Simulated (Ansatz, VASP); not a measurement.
One calculation of Hf, two programs

The input INCAR:

```
SYSTEM = Hf
  PREC = Accurate
  ENCUT = 520
  EDIFF = 1E-6
  ISMEAR = -1
  SIGMA = 0.02
  LREAL = .False.
  LASPH = .True.
  NELM = 80
  ALGO = Fast
  ISIF = 2
  LWAVE = .False.
  LCHARG = .False.
  GGA = PE
  NBANDS = 17
```

KPOINTS

```
regular mesh
0
Gamma
  4 4 2
  0 0 0
```

POSCAR

```
Hf
1.0
    3.1967000000      0.0000000000      0.0000000000
   -1.5983500000      2.7684234083      0.0000000000
    0.0000000000      0.0000000000      5.0578000000
Hf
2
Direct
    0.6666666667      0.3333333333      0.7500000000
    0.3333333333      0.6666666667      0.2500000000
```

input.yaml

```yaml
crystal:
  lattice:
    - [3.1967, 0.0, 0.0]
    - [-1.59835, 2.7684234083, 0.0]
    - [0.0, 0.0, 5.0578]
  atoms:
    - { symbol: Hf, position: [0.6666666667, 0.3333333333, 0.75] }
    - { symbol: Hf, position: [0.3333333333, 0.6666666667, 0.25] }
kpoints:
  mp_grid: { grid: [4, 4, 2] }
scf:
  occupations: { method: fermi_dirac, width: 0.02 }
hamiltonian:
  xc: pbe
  pseudopotentials: { kind: all_electron, lapw: { basis_error: 0.002 } }
output:
  forces: true
  stress: true
  eigenvalues: true
```

Alike in both runs: task single point; functional PBE; k mesh 4 × 4 × 2; occupations fermi-dirac, width 0.02 eV; no spin polarisation.

```csv
,VASP,Ansatz
version,VASP 6.6.1,Ansatz 0.2.0
potentials or method,"VASP PAW PBE potentials, release 64 (Hf_pv), cutoff 520 eV","all-electron LAPW, scalar-relativistic"
```

|  | VASP | Ansatz | Ansatz less VASP |
| --- | --- | --- | --- |
| gap on the k mesh at the Fermi level (eV) | none | none | - |
| pressure (GPa) | -0.1 | 0.4 | +0.44 |
| traceless stress, the component that is largest in VASP (GPa) | -1.06 | -0.94 | +0.117 |

A gap of «none» marks a metal or a gap that the smearing closes. Ansatz ran all-electron here, and VASP with PAW potentials.

The k mesh is coarse, so the values compare programs but aren't converged. Spin-orbit coupling is off throughout. Noted on Ansatz's run: the k mesh is thin for a metal, which can move the energy by tens of meV per atom.
